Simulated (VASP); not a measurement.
Wanted: the native input for a VASP 6.6.1 run.

```yaml
Task: single point
Functional: PBEsol
Potentials_or_basis: VASP PAW PBE potentials, release 64 (K_sv, Br)
Cutoff: 520 eV
k_mesh: 6 × 6 × 6
Occupations: gaussian, width 0.05 eV
Spin: no spin polarisation
Dipole_correction: no
Further_INCAR_settings: ALGO = Normal; EDIFF = 1e-07; NBANDS = 15
```

The structure of KBr lies in POSCAR:

```
KBr
1.0
    0.0000000000      3.4181545233      3.4181545233
    3.2748785852      0.1432759381      3.2748785852
    3.2748785852      3.2748785852      0.1432759381
K Br
1 1
Direct
    0.0000000000      0.0000000000      0.0000000000
    0.5000000000      0.5000000000      0.5000000000
```

This cell differs from its parent crystal: strain +0.0875 x Voigt [0, 0, 0, 1, 0, 0].

These files were run (other wordings do the same):

INCAR

```
SYSTEM = KBr
ALGO     = Normal         ! electronic algorithm
EDIFF    = 1E-7           ! SCF threshold, eV
ENCUT    = 520            ! plane-wave cutoff, eV
GGA      = PS             ! functional
ISIF     = 2              ! what is computed and relaxed
ISMEAR   = 0              ! smearing method
LASPH    = .True.         ! aspherical terms in the spheres
LCHARG   = .False.        ! write CHGCAR
LREAL    = .False.        ! projectors in reciprocal space
LWAVE    = .False.        ! write WAVECAR
NBANDS   = 15             ! bands
NELM     = 60             ! most SCF steps
PREC     = Accurate       ! precision mode
SIGMA    = 0.05           ! smearing width, eV
```

KPOINTS

```
k-points
0
Gamma
  6 6 6
  0 0 0
```

Potentials or basis: VASP PAW PBE potentials, release 64 (K_sv, Br).

Launch:

```sh
$ cat potpaw_PBE.64/K_sv/POTCAR potpaw_PBE.64/Br/POTCAR > POTCAR
$ mpirun -np 1 vasp_std > vasp.out
```

It gave:

```
Pressure               : 0.0 GPa
Band gap on the k mesh : 4.20 eV, direct
```

Caveat: the cell differs from its parent crystal (strain +0.0875 x Voigt [0, 0, 0, 1, 0, 0]); the PAW data sets were made with another functional, which shifts forces and pressure a little.

Run time: 30 s on 1 thread of Intel(R) Xeon(R) Platinum 8375C CPU @ 2.90GHz (Ice Lake), on a shared host, peak memory 0.22 GiB.
